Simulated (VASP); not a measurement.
Input of a VASP 6.6.1 run:

Contents of INCAR:

```
SYSTEM = In
ALGO = Normal
EDIFF = 1E-6
ENCUT = 520
GGA = CA
ISIF = 2
ISMEAR = -1
LASPH = .TRUE.
LCHARG = .FALSE.
LREAL = .FALSE.
LWAVE = .FALSE.
NBANDS = 12
NELM = 60
PREC = Accurate
SIGMA = 0.1
```

The input KPOINTS:

```
k-points
0
G
  3 3 3
  0 0 0
```

File POSCAR:

```
In
1.0
    3.3769060122     -0.0000000131     -0.0000000179
    0.2472338521      3.3678434699     -0.0000000179
   -1.8120699199     -1.6839217170      2.2987615081
In
1
Direct
    0.0000000000      0.0000000000      0.0000000000
```

Potentials or basis: VASP PAW LDA potentials, release 64 (In_d).

Command:

```sh
$ cat potpaw_LDA.64/In_d/POTCAR > POTCAR
$ mpirun -np 1 vasp_std > vasp.out
```

What does it give for the pressure?

-2.0 GPa.

Stress tensor (GPa, compression positive):
```
 1.93  9.61  0.00
 9.61  0.51  0.00
 0.00  0.00 -8.42
```

Caveat: the k points lie up to 0.91 Å⁻¹ apart.
